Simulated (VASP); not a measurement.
Input of a VASP 6.6.1 run:

File POSCAR:

```
AsRu2I
1.0
    2.0116780000      3.4843260000      0.0000000000
   -2.0116780000      3.4843260000      0.0000000000
   -2.0116780000      1.1614390000      6.7986220000
As I Ru
1 1 2
Direct
    0.5000000000      0.0000000000      0.5000000000
    0.0000000000      0.0000000000      0.0000000000
    0.2313000000      0.5374000000      0.6939000000
    0.7687000000      0.4626000000      0.3061000000
```

Contents of INCAR.step1:

```
ALGO = Normal
EDIFF = 1E-4
ENCUT = 520
GGA = PE
ISMEAR = 1
LASPH = True
LCHARG = False
LREAL = False
LWAVE = True
NBANDS = 28
NELM = 60
PREC = Accurate
SIGMA = 0.0287
```

File INCAR.step2:

```
ALGO = Normal
EDIFF = 1E-7
ENCUT = 520
ISIF = 2
ISMEAR = 1
ISTART = 1
LASPH = True
LCHARG = True
LELF = True
LMIXTAU = True
LREAL = False
LVHAR = True
LWAVE = False
METAGGA = R2SCAN
NBANDS = 28
NELM = 60
PREC = Accurate
SIGMA = 0.0287
```

The input KPOINTS:

```
k-points
0
Gamma
  8 8 8
```

Potentials or basis: VASP PAW PBE potentials, release 64 (As, I, Ru_pv).

Run with:

```sh
$ cat potpaw_PBE.64/As/POTCAR potpaw_PBE.64/I/POTCAR potpaw_PBE.64/Ru_pv/POTCAR > POTCAR
$ cp INCAR.step1 INCAR
$ mpirun -np 1 vasp_std > vasp.out
$ cp INCAR.step2 INCAR
$ mpirun -np 1 vasp_std > vasp.out
```

(1) Predict the largest force.

(2) Estimate the band gap on the k mesh.

(3) What does it give for the pressure?

## Answers

(1) 2.385 eV/Å.

(2) zero (bands 20 and 21 overlap by 0.41 eV).

(3) -18.6 GPa.

Caveat: the cell stands under tension; the PAW data sets were made with another functional, which shifts forces and pressure a little; spin-orbit coupling is left out, which moves the levels of the heavy elements.
